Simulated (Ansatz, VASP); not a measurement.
# ZrO2 in VASP and in Ansatz

File POSCAR:

```
ZrO2
1.0
    3.7093925239      0.0000000000      0.0000000000
    0.0000000000      3.7093925239      0.0000000000
    0.0000000000      0.0000000000      5.3848075116
Zr O
2 4
Direct
    0.0000000000      0.0000000000      0.0000000000
    0.5000000000      0.5000000000      0.5000000000
    0.0000000000      0.5000000000      0.3119644028
    0.0000000000      0.5000000000      0.8119644028
    0.5000000000      0.0000000000      0.6880355972
    0.5000000000      0.0000000000      0.1880355972
```

The input INCAR.step1:

```
PREC     = Accurate       # precision mode
ENCUT    = 580            # plane-wave cutoff, eV
ISMEAR   = 0              # smearing method
SIGMA    = 0.02           # smearing width, eV
LREAL    = F              # projectors in reciprocal space
LASPH    = T              # aspherical terms in the spheres
NELM     = 120            # most SCF steps
GGA      = PE             # functional
ALGO     = Normal         # electronic algorithm
EDIFF    = 1E-5           # SCF threshold, eV
LWAVE    = T              # write WAVECAR
LCHARG   = F              # write CHGCAR
GGA_COMPAT= F            
IBRION   = 2              # ionic algorithm
EDIFFG   = -0.01          # ionic threshold
NELMIN   = 4            
NSW      = 100            # ionic steps
KPAR     = 4
```

The input INCAR.step2:

```
PREC     = Accurate       # precision mode
ENCUT    = 580            # plane-wave cutoff, eV
EDIFF    = 1E-7           # SCF threshold, eV
ISMEAR   = 0              # smearing method
SIGMA    = 0.02           # smearing width, eV
LREAL    = F              # projectors in reciprocal space
LASPH    = T              # aspherical terms in the spheres
NELM     = 120            # most SCF steps
ALGO     = Normal         # electronic algorithm
ISIF     = 2              # what is computed and relaxed
LWAVE    = F              # write WAVECAR
LCHARG   = F              # write CHGCAR
METAGGA  = R2SCAN         # meta-GGA
LMIXTAU  = T            
IBRION   = 2              # ionic algorithm
NSW      = 60             # ionic steps
EDIFFG   = -0.008         # ionic threshold
ISTART   = 1            
GGA_COMPAT= F            
NELMIN   = 4            
KPAR     = 4
```

The input KPOINTS:

```
regular mesh
0
Gamma
  6 6 6
```

Input for Ansatz:

```yaml
crystal:
  lattice:
    - [3.7093925239, 0.0, 0.0]
    - [0.0, 3.7093925239, 0.0]
    - [0.0, 0.0, 5.3848075116]
  atoms:
    - { symbol: Zr, position: [0.0, 0.0, 0.0] }
    - { symbol: Zr, position: [0.5, 0.5, 0.5] }
    - { symbol: O, position: [0.0, 0.5, 0.3119644028] }
    - { symbol: O, position: [0.0, 0.5, 0.8119644028] }
    - { symbol: O, position: [0.5, 0.0, 0.6880355972] }
    - { symbol: O, position: [0.5, 0.0, 0.1880355972] }
basis:
  ecutwfc: 500
kpoints:
  mp_grid: { grid: [6, 6, 6] }
hamiltonian:
  xc: r2scan
scf:
  occupations: { method: gaussian, width: 0.02 }
output:
  forces: true
  stress: true
  eigenvalues: true
relax:
  adjacent_minimum: "off"
  f_tol: 0.008
  max_steps: 40
```

Change from the starting cell: equal strain along all axes, cell held, atoms relaxed: +3.0 %.

Alike in both runs: task relaxation of the atoms; functional r2SCAN; k mesh 6 × 6 × 6; occupations gaussian, width 0.02 eV; no spin polarisation.

|  | VASP | Ansatz |
| --- | --- | --- |
| version | VASP 6.6.1 | Ansatz 0.2.0 |
| potentials or method | VASP PAW PBE potentials, release 64 (Zr_sv, O), cutoff 580 eV | scalar-relativistic, plane waves, PAW |
| valence electrons in the cell | 48 | 48 |

|  | VASP | Ansatz | Ansatz less VASP |
| --- | --- | --- | --- |
| gap on the k mesh at the Fermi level, each at its own relaxed structure (eV) | 4.29 | 4.30 | +0.012 |

VASP's potentials were made for PBE, not for r2SCAN. Ansatz's warnings: stress scf threshold loose.
